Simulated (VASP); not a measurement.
Here is a VASP 6.6.1 calculation.

INCAR

```
SYSTEM = MoS
PREC = Accurate ; ENCUT = 520
EDIFF = 1E-6 ; ISMEAR = 0
SIGMA = 0.05 ; LREAL = .FALSE.
LASPH = .TRUE. ; NELM = 60
ALGO = Normal ; ISIF = 2
LWAVE = .FALSE. ; LCHARG = .FALSE.
LDIPOL = .TRUE. ; IDIPOL = 3
DIPOL = 0.5 0.5 0.500 ; GGA = PS
NBANDS = 28
```

File KPOINTS:

```
Automatic mesh
0
G
  9 9 1
  0 0 0
```

Contents of POSCAR:

```
MoS
1.0
    3.1415002775      0.0000000000      0.0000000000
   -1.5707501387      2.7206190463      0.0000000000
    0.0000000000      0.0000000000     32.3373047485
Mo S
2 2
Direct
    0.0000000000      0.0000000000      0.2327611743
    0.0000000000      0.0000000000      0.7672388332
    0.3333333333      0.6666666667      0.2789814546
    0.3333333333      0.6666666667      0.7210185378
```

Potentials or basis: VASP PAW PBE potentials, release 64 (Mo_sv, S).

The run is started by

```bash
$ cat potpaw_PBE.64/Mo_sv/POTCAR potpaw_PBE.64/S/POTCAR > POTCAR
$ mpirun -np 1 vasp_std > vasp.out
```

**Question.** What does it give for the largest force?

**Answer.** 0.013 eV/Å.

**Question.** Predict the band gap on the k mesh.

**Answer.** 0.07 eV (least direct gap 0.37 eV).

Forces in eV/Å, atoms in the order of the input:
```
Mo   0.000  0.000 -0.013
Mo   0.000  0.000  0.013
S    0.000  0.000  0.013
S    0.000  0.000 -0.013
```

Caveat: the PAW data sets were made with another functional, which shifts forces and pressure a little.
